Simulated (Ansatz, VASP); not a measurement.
# Br in VASP and in Ansatz

```
Br
1.0
    -1.75079    1.75079    1.75079
     1.75079   -1.75079    1.75079
     1.75079    1.75079   -1.75079
Br
1
Direct
  0.00000 0.00000 0.00000
```

Change from the starting cell: volume scaled by 0.8, LAPW.

Alike in both runs: task single point; functional PBE; k mesh 16 × 16 × 16; occupations fermi-dirac, width 0.08 eV; no spin polarisation.

|  | VASP | Ansatz |
| --- | --- | --- |
| version | VASP 6.6.1 | Ansatz 0.2.0 |
| potentials or method | VASP PAW PBE potentials, release 64 (Br), cutoff 520 eV | all-electron LAPW, scalar-relativistic |

```csv
,VASP,Ansatz,Ansatz less VASP
pressure (GPa),11.2,11.2,-0.01
```

Ansatz ran all-electron here, and VASP with PAW potentials.
